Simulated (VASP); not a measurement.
# ZrS2 in VASP: single point with PBE+D3(BJ)

Aim: the single point of ZrS2 with PBE+D3(BJ).

Program: VASP 6.6.1. These are calculated values, not measurements. Logs are shortened: lines on timing, memory, paths and dates and some standing lists are left out, and cuts for length are marked.

## Step 1: The cell of the first run

The cell holds a slab with vacuum, 18 atoms: a = 7.270 Å, b = 6.780 Å, c = 22.947 Å, α = 90.00°, β = 90.00°, γ = 105.55°.

## Step 2: Single point, PBE+D3(BJ)

INCAR reads:

```
PREC = Accurate ; ENCUT = 400
EDIFF = 1E-6 ; ISMEAR = 0
SIGMA = 0.05 ; LREAL = False
LASPH = True ; NELM = 120
ALGO = Normal ; ISIF = 2
LWAVE = False ; LCHARG = False
LDIPOL = True ; IDIPOL = 3
DIPOL = 0.5 0.5 0.500 ; GGA = PE
IVDW = 12 ; NBANDS = 87
GGA_COMPAT = False ; NELMDL = -8
```

KPOINTS reads:

```
Automatic mesh
0
Gamma
  4 4 1
```

POSCAR reads:

```
ZrS2
1.0
    7.2700394062      0.0000000000      0.0000000000
   -1.8175098515      6.5314501774      0.0000000000
    0.0000000000      0.0000000000     22.9472527378
S Zr
12 6
Direct
    0.5102705211      0.0410820845      0.3704147114
    0.0102705211      0.0410820845      0.3704147114
    0.3735777792      0.4943111166      0.3891869254
    0.8735777792      0.4943111166      0.3891869254
    0.7021946713      0.8087786851      0.4906138930
    0.2021946713      0.8087786851      0.4906138930
    0.5634008709      0.2536314438      0.5056113540
    0.0634008709      0.2536314438      0.5056113540
    0.8907262992      0.5629137226      0.6095970528
    0.3907262992      0.5629137226      0.6095970528
    0.7627969302      0.0512119661      0.6454611748
    0.2627969302      0.0512119661      0.6454611748
    0.1919241501      0.7676966006      0.3798008184
    0.6919241501      0.7676966006      0.3798008184
    0.3842249949      0.5369118274      0.5006112669
    0.8842249949      0.5369118274      0.5006112669
    0.5681765858      0.2727346359      0.6121721225
    0.0681765858      0.2727346359      0.6121721225
```

Potentials or basis: VASP PAW PBE potentials, release 64 (S, Zr_sv).

Run with:

```
$ cat potpaw_PBE.64/S/POTCAR potpaw_PBE.64/Zr_sv/POTCAR > POTCAR
$ mpirun -np 1 vasp_std > vasp.out
```

OUTCAR:

```text
PREC = Accurate
   ENCUT = 400
   EDIFF = 1E-6
   ISMEAR = 0
   LREAL = False
   LASPH = True
   NELM = 120
   ISIF = 2
   GGA = PE
   IVDW = 12
   NELMDL = -8
 IVDW          = 12

 ion  position               nearest neighbor table
   1  0.510  0.041  0.370-  14 2.56  13 2.56
   2  0.010  0.041  0.370-  13 2.56  14 2.56
   3  0.374  0.494  0.389-  14 2.56  13 2.56  15 2.57
   4  0.874  0.494  0.389-  13 2.56  14 2.56  16 2.57
   5  0.702  0.809  0.491-  16 2.55  15 2.55  14 2.56
   6  0.202  0.809  0.491-  15 2.55  16 2.55  13 2.56
   7  0.563  0.254  0.506-  17 2.45  15 2.60  16 2.60
   8  0.063  0.254  0.506-  18 2.45  16 2.60  15 2.60
   9  0.891  0.563  0.610-  16 2.51  18 2.63  17 2.63
  10  0.391  0.563  0.610-  15 2.51  17 2.63  18 2.63
  11  0.763  0.051  0.645-  18 2.45  17 2.45
  12  0.263  0.051  0.645-  17 2.45  18 2.45
  13  0.192  0.768  0.380-   6 2.56   2 2.56   4 2.56   1 2.56   3 2.56  14 3.64  14 3.64  15 3.64
                            16 3.64
  14  0.692  0.768  0.380-   5 2.56   1 2.56   3 2.56   2 2.56   4 2.56  13 3.64  13 3.64  16 3.64
                            15 3.64
  15  0.384  0.537  0.501-  10 2.51   6 2.55   5 2.55   3 2.57   7 2.60   8 2.60  17 3.58  18 3.58
                            16 3.64  16 3.64  13 3.64  14 3.64
  16  0.884  0.537  0.501-   9 2.51   5 2.55   6 2.55   4 2.57   8 2.60   7 2.60  18 3.58  17 3.58
                            15 3.64  15 3.64  14 3.64  13 3.64
  17  0.568  0.273  0.612-  12 2.45  11 2.45   7 2.45  10 2.63   9 2.63  15 3.58  16 3.58  18 3.64
                            18 3.64
  18  0.068  0.273  0.612-  11 2.45  12 2.45   8 2.45   9 2.63  10 2.63  16 3.58  15 3.58  17 3.64
                            17 3.64

  Warning from LATTYP: Monoclinic adjustment (A1->A3, A2->A1, A3->A2)!
  LATTYP: Found a simple monoclinic cell.
 ALAT       =     6.7796152900
 B/A-ratio  =     3.3847426080
 C/A-ratio  =     1.0723380450
 COS(beta)  =    -0.2680845113

  Lattice vectors:

 A1 = (  -1.8175098515,   6.5314501774,   0.0000000000)
 A2 = (   0.0000000000,   0.0000000000,  22.9472527378)
 A3 = (   7.2700394062,   0.0000000000,   0.0000000000)

Analysis of symmetry for initial positions (statically):
=====================================================================
 Subroutine PRICEL returns following result:

  LATTYP: Found a base centered orthorhombic cell.
 ALAT       =     3.6350197031
 B/A-ratio  =     3.5936257357
 C/A-ratio  =     6.3128276081

  Lattice vectors:

 A1 = (   1.8175098515,  -6.5314501774,   0.0000000000)
 A2 = (   1.8175098516,   6.5314501774,   0.0000000000)
 A3 = (   0.0000000000,   0.0000000000,  22.9472527378)

   2 primitive cells build up your supercell.

 Routine SETGRP: Setting up the symmetry group for a
 simple monoclinic supercell.
[... 144 lines left out ...]
   EFERMI =   0.00;   METHOD = LEGACY
   ISMEAR =     0;   SIGMA  =   0.05  broadening in eV -4-tet -1-fermi 0-gaus
   EFERMI_NEDOS =   21; number of points for ismear=-14 and -15
   IALGO  =     38    algorithm
   IMIX   =      4    mixing-type and parameters
     AMIX     =   0.40;   BMIX     =  1.00
     AMIX_MAG =   1.60;   BMIX_MAG =  1.00
  volume/ion in A,a.u.               =      60.53       408.51
  Fermi-wavevector in a.u.,A,eV,Ry     =   0.833880  1.575804  9.460880  0.695355
  Thomas-Fermi vector in A             =   1.947178
   LORBIT       =      0    0 simple, 1 ext, 2 COOP (PROOUT), +10 PAW based schemes
   GGA     = PE    functional components
   LHFCALC =     F    Hartree Fock is set to
   AEXX    =    0.0000 exact exchange contribution
   IVDW    =    12    specifies the selected vdW correction
   LEPSILON=     F    determine dielectric tensor
   LRPA    =     F    only Hartree local field effects (RPA)
 non-spin polarized calculation
 Gauss-broadening in eV      SIGMA  =   0.05
  energy-cutoff  :      400.00
  volume of cell :     1089.63
 maximum number of plane-waves:     19840
   NGX = 23   NGY = 23   NGZ = 75

 number of electron     143.9999997 magnetization

 dipolmoment           0.000000      0.000000      0.205940 electrons x Angstroem

 Free energy of the ion-electron system (eV)
  ---------------------------------------------------
  ext. energy  EPLUGINS =         0.00000000
  ---------------------------------------------------
  free energy    TOTEN  =      -124.73305790 eV

  energy without entropy =     -124.73305790  energy(sigma->0) =     -124.73305790

 E-fermi :  -1.2113     XC(G=0):  -4.1397

 val. band max:       -1.4958580256   @ k =   0.0000   0.0000   0.0000
 cond. band min:      -0.7220240420   @ k =   0.0000   0.0000   0.0000
 fundamental gap:      0.7738339836
 Fermi energy:        -1.2112858980

 k-point     1 :       0.0000    0.0000    0.0000
  band No.  band energies     occupation
      1     -50.7232      2.00000
      2     -50.7109      2.00000
      3     -50.7095      2.00000
      4     -50.7035      2.00000
      5     -50.3832      2.00000
      6     -50.3724      2.00000
[... 859 lines left out ...]
     83       1.1885      0.00000
     84       1.1886      0.00000
 [bands above 84 left out]

------------------------ aborting loop because EDIFF is reached ----------------------------------------

 vacuum level on the upper side and lower side of the slab       (xc-potential included)         0.265        -0.480

 Edisp (eV)   -4.75920

 E8    (eV) :    -2.0956

  FORCE on cell =-STRESS in cart. coord.  units (eV):
  Direction    XX          YY          ZZ          XY          YZ          ZX
  --------------------------------------------------------------------------------------
  -------------------------------------------------------------------------------------
  Total      -7.26063    -4.65231    -2.80289    -0.00213    -0.06179     0.00009
  in kB     -10.67598    -6.84073    -4.12136    -0.00314    -0.09086     0.00013
  external pressure =       -7.21 kB  Pullay stress =        0.00 kB

 VOLUME and BASIS-vectors are now :
 -----------------------------------------------------------------------------
  energy-cutoff  :      400.00
  volume of cell :     1089.63
      direct lattice vectors                 reciprocal lattice vectors
     7.270039406  0.000000000  0.000000000     0.137550836  0.038276339  0.000000000
    -1.817509852  6.531450177  0.000000000     0.000000000  0.153105355  0.000000000
     0.000000000  0.000000000 22.947252738     0.000000000  0.000000000  0.043578201

 POSITION                                       TOTAL-FORCE (eV/Angst)
 -----------------------------------------------------------------------------------
      3.63502      0.26833      8.50000         0.000029     -1.481955     -0.392109
     -0.00000      0.26833      8.50000         0.000029     -1.481955     -0.392109
      1.81751      3.22857      8.93077        -0.000500     -0.097212     -0.299719
      5.45253      3.22857      8.93077        -0.000500     -0.097212     -0.299719
      3.63502      5.28250     11.25824         0.000193     -0.133420     -0.467831
      0.00000      5.28250     11.25824         0.000193     -0.133420     -0.467831
[... 10 lines left out ...]
      3.63497      1.78135     14.04767        -0.000037     -0.008122     -0.004235
     -0.00005      1.78135     14.04767        -0.000037     -0.008122     -0.004235
 -----------------------------------------------------------------------------------
    total drift:                                0.000441      0.000071      0.000744

  FREE ENERGIE OF THE ION-ELECTRON SYSTEM (eV)
  ---------------------------------------------------
  free  energy   TOTEN  =      -129.4922622242 eV

  energy  without entropy=     -129.4922622242  energy(sigma->0) =     -129.49226222

 vacuum level on the upper side and lower side of the slab         4.103         3.345
```

Wall time 30 min (1 thread of Oxide Virtual Turin-like, shared host); peak memory 0.91 GiB.

What came out:

| Property | Result |
| --- | --- |
| Free energy | -129.4923 eV |
| Largest force | 2.089 eV/Å |
| Band gap on the k mesh | 0.77 eV |
| Dispersion energy per atom | -0.264 eV |

Forces in eV/Å, atoms in the order of the input:
```
S    0.000 -1.482 -0.392
S    0.000 -1.482 -0.392
S   -0.001 -0.097 -0.300
S   -0.001 -0.097 -0.300
S    0.000 -0.133 -0.468
S    0.000 -0.133 -0.468
S    0.000 -0.009 -0.010
S    0.000 -0.009 -0.010
S    0.000  0.008 -0.004
S    0.000  0.008 -0.004
S    0.000  0.008  0.005
S    0.000  0.008  0.005
Zr   0.000  1.718  1.187
Zr   0.000  1.718  1.187
Zr   0.000 -0.005 -0.015
Zr   0.000 -0.005 -0.015
Zr   0.000 -0.008 -0.004
Zr   0.000 -0.008 -0.004
```

Levels at points of the mesh, in eV from the valence-band top:
```tsv
k point	band 68	band 69	band 70	band 71	band 72	band 73	band 74	band 75	band 76	band 77
(0.00, 0.00, 0.00)	-0.65	-0.62	-0.46	-0.20	0.00	0.77	0.91	1.31	1.36	1.68
(0.50, 0.00, 0.00)	-0.96	-0.81	-0.81	-0.65	-0.65	1.38	1.38	1.49	1.49	1.99
(0.00, 0.50, 0.00)	-1.07	-0.81	-0.80	-0.62	-0.46	0.90	0.91	1.31	1.35	1.65
(0.50, 0.50, 0.00)	-0.95	-0.77	-0.77	-0.62	-0.62	1.32	1.32	1.44	1.44	2.06
```

Caveat: semilocal functionals underestimate gaps, and a narrow one can read as zero.
